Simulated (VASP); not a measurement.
A run of VASP 6.6.1 is set up as follows.

The input INCAR:

```
SYSTEM = Au
PREC = Accurate ; ENCUT = 600
EDIFF = 1E-6 ; ISMEAR = -1
SIGMA = 0.1 ; LREAL = .False.
LASPH = .True. ; NELM = 100
ALGO = Normal ; ISIF = 3
LWAVE = .False. ; LCHARG = .False.
GGA = B5 ; ALDAX = 1.0
AGGAX = 1.0 ; AGGAC = 1.0
ALDAC = 0.0 ; IBRION = 2
NSW = 80 ; EDIFFG = -0.01
```

File KPOINTS:

```
Automatic mesh
0
Gamma
  8 8 11
  0 0 0
```

File POSCAR:

```
Au
1.0
    4.5761069469      0.0000000000      0.0000000000
   -2.2880534735      3.9630248665      0.0000000000
    0.0000000000      0.0000000000      2.8051535585
Au
3
Direct
    0.0000000000      0.0000000000      0.0000000000
    0.3333333333      0.6666666667      0.5000000000
    0.6666666667      0.3333333333      0.5000000000
```

Potentials or basis: VASP PAW PBE potentials, release 64 (Au).

Run with:

```sh
$ cat potpaw_PBE.64/Au/POTCAR > POTCAR
$ mpirun -np 1 vasp_std > vasp.out
```

**Question.** Estimate the relaxed volume.

**Answer.** 19.96 Å³/atom.

**Question.** Predict the relaxed cell.

**Answer.** a = 4.879 Å, b = 4.879 Å, c = 2.904 Å, α = 90.00°, β = 90.00°, γ = 120.00°.

**Question.** What does it give for the space group after relaxing (to 0.05 Å)?

**Answer.** P6/mmm (No. 191).

The path:
```
step  energy change (eV)  largest force (eV/Å)  pressure (GPa)  volume (Å³)
   1              0.0000                0.0000           26.09        50.87
   2             -0.0057                0.0000          -10.79        74.02
   3             -0.6174                0.0000           -0.75        60.36
   4             -0.6182                0.0000           -0.29        60.07
   5             -0.6182                0.0000            0.03        59.88
   6             -0.6206                0.0000            0.09        59.82
   7             -0.6215                0.0000            0.18        59.76
   8             -0.6216                0.0000           -0.16        59.97
   9             -0.6216                0.0000           -0.01        59.88
```

Caveat: the volume moved by over 15 % at a fixed basis, so the end points are rough; the PAW data sets were made with another functional, which shifts forces and pressure a little.
